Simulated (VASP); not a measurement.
Ca: single point with LDA

The system is Ca.

```
Ca
1.0
     3.27665    0.00000    0.00000
     0.00000    3.27665    0.00000
     0.00000    0.00000    3.27665
Ca
1
Direct
  0.00000 0.00000 0.00000
```

This isn't the form of Ca at room conditions, which is fcc.

```yaml
Program: VASP 6.6.1
Task: single point
Functional: LDA
Potentials_or_basis: VASP PAW LDA potentials, release 64 (Ca_sv)
Cutoff: 520 eV
k_mesh: 11 × 11 × 11
Occupations: fermi-dirac, width 0.1 eV
Spin: no spin polarisation
Dipole_correction: no
Further_INCAR_settings: ALGO = Normal; EDIFF = 1e-06; NBANDS = 11
```

| Quantity | Value |
| --- | --- |
| Pressure | 1.2 GPa |
| Band gap on the k mesh | zero (bands 5 and 6 overlap by 0.52 eV) |

Levels at points of the mesh, in eV from the Fermi level:
| k point | band 3 | band 4 | band 5 | band 6 | band 7 | band 8 |
| --- | --- | --- | --- | --- | --- | --- |
| (0.00, 0.00, 0.00) | -22.45 | -22.45 | -4.10 | 0.67 | 0.67 | 4.75 |

It took 12 s on 1 thread of Intel Xeon 8259CL, on a shared host, peak memory 0.14 GiB.
